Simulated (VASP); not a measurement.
# Sn in VASP: settings compared, part 2 of 2

VASP 6.6.1. The steps go on from the part before.

## 5. Single point, RPBE

This run uses another cell than the first one, of 28.89 Å³/atom, 0.936 times its volume.

The input, INCAR:

```
PREC     = Accurate       # precision mode
ENCUT    = 520            # plane-wave cutoff, eV
EDIFF    = 1E-6           # SCF threshold, eV
ISMEAR   = -1             # smearing method
SIGMA    = 0.05           # smearing width, eV
LREAL    = F              # projectors in reciprocal space
LASPH    = T              # aspherical terms in the spheres
NELM     = 60             # most SCF steps
ALGO     = Normal         # electronic algorithm
ISIF     = 2              # what is computed and relaxed
LWAVE    = F              # write WAVECAR
LCHARG   = T              # write CHGCAR
GGA      = RP             # functional
LELF     = T              # ELF
LVHAR    = T            
NBANDS   = 13             # bands
```

The input, KPOINTS:

```
Automatic mesh
0
Gamma
  11 11 11
```

The input, POSCAR:

```
Sn
1.0
   -1.7411251853      1.7411745471      2.3821512834
    1.7411251853     -1.7411745471      2.3821512834
    1.7411251853      1.7411745471     -2.3821512834
Sn
1
Direct
    0.0000000000      0.0000000000      0.0000000000
```

Potentials or basis: VASP PAW PBE potentials, release 64 (Sn_d).

On the command line:

```bash
$ cat potpaw_PBE.64/Sn_d/POTCAR > POTCAR
$ mpirun -np 1 vasp_std > vasp.out
```

OUTCAR:

```text
PREC = Accurate
   ENCUT = 520
   EDIFF = 1E-6
   ISMEAR = -1
   LREAL = F
   LASPH = T
   NELM = 60
   ISIF = 2
   GGA = RP

 ion  position               nearest neighbor table
   1  0.000  0.000  0.000-

  LATTYP: Found a body centered orthorhombic cell.
 ALAT       =     3.4822503706
 B/A-ratio  =     1.0000283505
 C/A-ratio  =     1.3681677248

  Lattice vectors:

 A1 = (  -1.7411251853,   1.7411745471,   2.3821512834)
 A2 = (   1.7411251853,  -1.7411745471,   2.3821512834)
[... 555 lines left out ...]
      5     -13.9426      2.00000
      6       0.3146      2.00000
      7       5.2957      2.00000
      8      10.0490      0.00000
      9      11.5316      0.00000
     10      14.7494      0.00000
     11      19.6708      0.00000
     12      20.7425      0.00000
     13      21.8359      0.00000

 [... further k-points ...]
[... 5 lines left out ...]
  --------------------------------------------------------------------------------------
  -------------------------------------------------------------------------------------
  Total        0.0037206      0.0033777      0.0089773     -0.0000000      0.0000000      0.0000000
  in kB        0.2063564      0.1873394      0.4979165     -0.0000000      0.0000000      0.0000000
  external PRESSURE =       0.2972041 kB  Pullay stress =       0.0000000 kB

 VOLUME and BASIS-vectors are now :
 -----------------------------------------------------------------------------
  energy-cutoff  :      520.00
  volume of cell :       28.89
      direct lattice vectors                 reciprocal lattice vectors
    -1.741125185  1.741174547  2.382151283     0.000000000  0.287162479  0.209894310
     1.741125185 -1.741174547  2.382151283     0.287170621  0.000000000  0.209894310
     1.741125185  1.741174547 -2.382151283     0.287170621  0.287162479  0.000000000

 POSITION                                       TOTAL-FORCE (eV/Angst)
 -----------------------------------------------------------------------------------
      0.00000      0.00000      0.00000         0.000000      0.000000     -0.000000
 -----------------------------------------------------------------------------------
    total drift:                                0.000000     -0.000000     -0.000000

  FREE ENERGIE OF THE ION-ELECTRON SYSTEM (eV)
  ---------------------------------------------------
  free  energy   TOTEN  =        -3.4306481409 eV

  energy  without entropy=       -3.4271420006  energy(sigma->0) =       -3.42889507
```

stdout:

```text
POSCAR found type information on POSCAR Sn
 POSCAR found :  1 types and       1 ions
 scaLAPACK will be used
 -----------------------------------------------------------------------------
|                                                                             |
|                                                                             |
|     You enforced a specific xc type in the INCAR file but a different       |
|     I HOPE YOU KNOW WHAT YOU ARE DOING!                                     |
|                                                                             |
 -----------------------------------------------------------------------------

 LDA part: xc-table for (Slater+PW92), standard interpolation
 POSCAR, INCAR and KPOINTS ok, starting setup
 FFT: planning ... GRIDC
 FFT: planning ... GRID_SOFT
 FFT: planning ... GRID
 WAVECAR not read
 entering main loop
```

It took 36 s on 1 thread of Intel Xeon 6975P-C (Granite Rapids), shared host; peak memory 0.21 GiB.

What came out:

```yaml
Free_energy: -3.4306 eV
Pressure: 0.0 GPa
Band_gap_on_the_k_mesh: zero (band 7 reaches 14.77 eV, above the bottom of band 8 at 5.81 eV)
```

Caveat: the PAW data sets were made with another functional, which shifts forces and pressure a little; spin-orbit coupling is left out, which moves the levels of the heavy elements.

## 6. Single point, BLYP

The input, INCAR:

```
AGGAC    = 1.0          
AGGAX    = 1.0          
ALDAC    = 0.0          
ALDAX    = 1.0          
ALGO     = Normal         # electronic algorithm
EDIFF    = 1E-6           # SCF threshold, eV
ENCUT    = 520            # plane-wave cutoff, eV
GGA      = B5             # functional
ISIF     = 2              # what is computed and relaxed
ISMEAR   = -1             # smearing method
LASPH    = True           # aspherical terms in the spheres
LCHARG   = False          # write CHGCAR
LREAL    = False          # projectors in reciprocal space
LWAVE    = False          # write WAVECAR
NBANDS   = 13             # bands
NELM     = 100            # most SCF steps
PREC     = Accurate       # precision mode
SIGMA    = 0.05           # smearing width, eV
```

The input, KPOINTS:

```
k-points
0
Gamma
  11 11 11
```

The input, POSCAR:

```
Sn
1.0
   -1.7612104799      1.7611599202      2.4870539984
    1.7612104799     -1.7611599202      2.4870539984
    1.7612104799      1.7611599202     -2.4870539984
Sn
1
Direct
    0.0000000000      0.0000000000      0.0000000000
```

Potentials or basis: VASP PAW PBE potentials, release 64 (Sn_d).

On the command line:

```bash
$ cat potpaw_PBE.64/Sn_d/POTCAR > POTCAR
$ mpirun -np 1 vasp_std > vasp.out
```

It took 37 s on 1 thread of Intel Xeon 6975P-C (Granite Rapids), shared host; peak memory 0.21 GiB.

The run converged. Its results:

* Free energy: -2.9701 eV
* Pressure: 0.0 GPa
* Band gap on the k mesh: zero (band 7 reaches 13.62 eV, above the bottom of band 8 at 5.70 eV)

Levels at points of the mesh, in eV from the Fermi level:
```
           k point  band 4  band 5  band 6  band 7  band 8  band 9  band 10  band 11
(0.00, 0.00, 0.00)  -21.48  -21.48  -10.33    6.43    6.43    6.43    10.75    11.17
```

Caveat: the PAW data sets were made with another functional, which shifts forces and pressure a little; spin-orbit coupling is left out, which moves the levels of the heavy elements.

## 7. The runs side by side

```tsv
level	cell	gap on the mesh (eV)	pressure (GPa)
BLYP	a = 3.520 Å, angles 120.0, 120.0, 90.1°, 1 atom	none	0.0
RPBE+D3(BJ)	a = 3.089 Å, angles 120.0, 120.0, 90.0°, 1 atom	none	0.0
revPBE	a = 3.416 Å, angles 118.8, 118.9, 92.0°, 1 atom	none	0.0
RPBE	a = 3.426 Å, angles 118.9, 118.9, 91.9°, 1 atom	none	0.0
```

Alike in all rows: task single point; potentials or basis VASP PAW PBE potentials, release 64 (Sn_d); no spin polarisation; k mesh 11 × 11 × 11; cutoff (eV) 520; smearing fermi-dirac 0.05 eV.

Caveats: the PAW data sets were made with another functional, which shifts forces and pressure a little; spin-orbit coupling is left out, which moves the levels of the heavy elements; pairwise dispersion overbinds metals, which lowers pressure and volume (some runs).

Total energies depend on the potentials used, so only differences within one code and one set of settings carry meaning.
